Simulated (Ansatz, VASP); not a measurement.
# Si3Se2 in VASP and in Ansatz

Contents of INCAR:

```
  ALGO = Normal
  EDIFF = 1E-6
  ENCUT = 500
  GGA = PE
  GGA_COMPAT = F
  ISIF = 2
  ISMEAR = 0
  LASPH = T
  LCHARG = F
  LREAL = F
  LWAVE = F
  NBANDS = 20
  NELM = 120
  PREC = Accurate
  SIGMA = 0.1
```

KPOINTS

```
k-points
0
Gamma
  6 6 6
```

Contents of POSCAR:

```
Si3Se2
1.0
    1.7545888494      1.0130123445      9.6028836977
   -1.7545888494      1.0130123445      9.6028836977
    0.0000000000     -2.0260246890      9.6028836977
Si Se
3 2
Direct
    0.5000000000      0.5000000000      0.5000000000
    0.8879091928      0.8879091928      0.8879091928
    0.1120908072      0.1120908072      0.1120908072
    0.2709807814      0.2709807814      0.2709807814
    0.7290192186      0.7290192186      0.7290192186
```

Input for Ansatz:

```yaml
crystal:
  lattice:
    - [1.7545888494, 1.0130123445, 9.6028836977]
    - [-1.7545888494, 1.0130123445, 9.6028836977]
    - [0.0, -2.026024689, 9.6028836977]
  atoms:
    - { symbol: Si, position: [0.5, 0.5, 0.5] }
    - { symbol: Si, position: [0.8879091928, 0.8879091928, 0.8879091928] }
    - { symbol: Si, position: [0.1120908072, 0.1120908072, 0.1120908072] }
    - { symbol: Se, position: [0.2709807814, 0.2709807814, 0.2709807814] }
    - { symbol: Se, position: [0.7290192186, 0.7290192186, 0.7290192186] }
basis:
  ecutwfc: 420
kpoints:
  mp_grid: { grid: [6, 6, 6] }
hamiltonian:
  xc: pbe
scf:
  occupations: { method: gaussian, width: 0.1 }
  lower_state_search: "off"
output:
  forces: true
  stress: true
  eigenvalues: true
```

Change from the starting cell: species swapped into the Bi2Te3 type (R3m, No. 160).

Alike in both runs: task single point; functional PBE; k mesh 6 × 6 × 6; occupations gaussian, width 0.1 eV; no spin polarisation.

```csv
,VASP,Ansatz
version,VASP 6.6.1,Ansatz 0.2.0
potentials or method,"VASP PAW PBE potentials, release 64 (Si, Se), cutoff 500 eV","scalar-relativistic, plane waves, PAW"
valence electrons in the cell,24,44
```

|  | VASP | Ansatz | Ansatz less VASP |
| --- | --- | --- | --- |
| gap on the k mesh at the Fermi level (eV) | none | none | - |
| pressure (GPa) | 0.0 | -0.1 | -0.05 |
| traceless stress, the component that is largest in VASP (GPa) | 0.52 | 0.50 | -0.012 |
| rms of the force components (eV/Å) | 0.014 | 0.019 | +0.0047 |

Atom by atom the forces differ by 0.007 eV/Å (rms over components). A gap of «none» marks a metal or a gap that the smearing closes. VASP's potentials hold 24 valence electrons a cell and Ansatz's 44, so a difference there can come from the potentials and not from the codes.
